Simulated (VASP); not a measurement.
A run of VASP 6.6.1 is set up as follows.

File INCAR:

```
SYSTEM = V
PREC     = Accurate       ! precision mode
ENCUT    = 600            ! plane-wave cutoff, eV
EDIFF    = 1E-6           ! SCF threshold, eV
ISMEAR   = -1             ! smearing method
SIGMA    = 0.05           ! smearing width, eV
LREAL    = .False.        ! projectors in reciprocal space
LASPH    = .True.         ! aspherical terms in the spheres
NELM     = 150            ! most SCF steps
ALGO     = Normal         ! electronic algorithm
ISIF     = 3              ! what is computed and relaxed
LWAVE    = .False.        ! write WAVECAR
LCHARG   = .False.        ! write CHGCAR
ISPIN    = 2              ! spin polarisation
MAGMOM   = 2              ! initial moments
LORBIT   = 11             ! projections on sites
LMAXMIX  = 4              ! l up to which the mixer works
GGA      = B5             ! functional
ALDAX    = 1.0          
AGGAX    = 1.0          
AGGAC    = 1.0          
ALDAC    = 0.0          
IVDW     = 13             ! dispersion correction
VDW_S6   = 1.0          
VDW_S8   = 2.34076671   
VDW_A1   = 0.44488865   
VDW_A2   = 4.0933009    
IBRION   = 2              ! ionic algorithm
NSW      = 80             ! ionic steps
EDIFFG   = -0.005         ! ionic threshold
```

The input KPOINTS:

```
regular mesh
0
Gamma
  12 12 12
  0 0 0
```

Contents of POSCAR:

```
V
1.0
   -1.5143500000      1.5143500000      1.5143500000
    1.5143500000     -1.5143500000      1.5143500000
    1.5143500000      1.5143500000     -1.5143500000
V
1
Direct
    0.0000000000      0.0000000000      0.0000000000
```

Potentials or basis: VASP PAW PBE potentials, release 64 (V_sv).

Command:

```console
$ cat potpaw_PBE.64/V_sv/POTCAR > POTCAR
$ mpirun -np 1 vasp_std > vasp.out
```

**Question.** Estimate the space group after relaxing (to 0.1 Å).

**Answer.** Im-3m (No. 229).

**Question.** Predict the dispersion energy per atom.

**Answer.** -0.630 eV.

**Question.** Predict the relaxed cell.

**Answer.** a = 2.583 Å, b = 2.583 Å, c = 2.583 Å, α = 109.47°, β = 109.47°, γ = 109.47°.

The path:
| step | energy change (eV) | largest force (eV/Å) | pressure (GPa) | volume (Å³) |
| --- | --- | --- | --- | --- |
| 1 | 0.0000 | 0.0000 | -7.54 | 13.89 |
| 2 | 0.0039 | 0.0000 | 9.92 | 12.62 |
| 3 | -0.0152 | 0.0000 | -0.12 | 13.27 |
| 4 | -0.0152 | 0.0000 | 0.08 | 13.26 |
| 5 | -0.0152 | 0.0000 | -0.04 | 13.27 |

Caveat: the moments typed at the start vanished in this run; the PAW data sets were made with another functional, which shifts forces and pressure a little.
